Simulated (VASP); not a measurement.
Cs: single point with r2SCAN

The system is Cs.

```
Cs
1.0
    -3.09470    3.09470    3.09470
     3.09470   -3.09470    3.09470
     3.09470    3.09470   -3.09470
Cs
1
Direct
  0.00000 0.00000 0.00000
```

```
Program             : VASP 6.6.1
Task                : single point
Functional          : r2SCAN
Potentials or basis : VASP PAW PBE potentials, release 64 (Cs_sv)
Cutoff              : 520 eV
k mesh              : 10 × 10 × 10
Occupations         : gaussian, width 0.05 eV
Spin                : no spin polarisation
```

- Pressure: 0.1 GPa

Levels at points of the mesh, in eV from the Fermi level:
| k point | band 1 | band 2 | band 3 | band 4 | band 5 | band 6 | band 7 | band 8 | band 9 |
| --- | --- | --- | --- | --- | --- | --- | --- | --- | --- |
| (0.00, 0.00, 0.00) | -24.83 | -11.20 | -11.20 | -11.20 | -1.77 | 2.77 | 2.77 | 2.77 | 3.63 |
| (0.50, 0.00, 0.00) | -24.83 | -11.33 | -11.24 | -11.20 | 0.09 | 0.75 | 1.83 | 3.52 | 4.11 |
| (0.50, 0.50, 0.50) | -24.82 | -11.29 | -11.29 | -11.29 | 0.65 | 0.65 | 3.16 | 3.16 | 3.16 |

Wall time 89 s on 1 thread of Intel(R) Xeon(R) 6975P-C (Granite Rapids) (shared host), peak memory 0.27 GiB.

Caveat: the PAW data sets were made with another functional, which shifts forces and pressure a little; spin-orbit coupling is left out, which moves the levels of the heavy elements.
